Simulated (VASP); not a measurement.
A run of VASP 6.6.1 is set up as follows.

The input INCAR:

```
ALGO = Normal
EDIFF = 1E-6
ENCUT = 520
ISIF = 2
ISMEAR = 0
LASPH = True
LCHARG = False
LREAL = False
LWAVE = False
NBANDS = 11
NELM = 60
PREC = Accurate
SIGMA = 0.02
```

Contents of KPOINTS:

```
k-points
0
Gamma
  8 8 8
```

Contents of POSCAR:

```
MgO
1.0
    0.0000000000      2.0803529754      2.0803529754
    2.0803529754      0.0000000000      2.0803529754
    2.0803529754      2.0803529754      0.0000000000
Mg O
1 1
Direct
    0.0000000000      0.0000000000      0.0000000000
    0.5000000000      0.5000000000      0.5000000000
```

Potentials or basis: VASP PAW LDA potentials, release 64 (Mg, O).

Launch:

```bash
$ cat potpaw_LDA.64/Mg/POTCAR potpaw_LDA.64/O/POTCAR > POTCAR
$ mpirun -np 1 vasp_std > vasp.out
```

Task: Predict the band gap on the k mesh.

Result: 5.02 eV, direct.

Task: Estimate the pressure.

Result: -1.9 GPa.

**Experimental background.**

From “Electronic structure of alkaline earth and post-transition metal oxides”, 2009, arxiv:0908.1581, for a bulk crystal of MgO: band gap 7.83 eV.

A measured gap of MgO is 7.83 eV (quoted in “Electronic structure of alkaline earth and post-transition metal oxides”, 2009, arxiv:0908.1581); the calculated 5.02 eV misses it by -2.81 eV. The value is that of LDA, without temperature or zero-point motion. Semilocal functionals fall short of measured gaps as a rule.
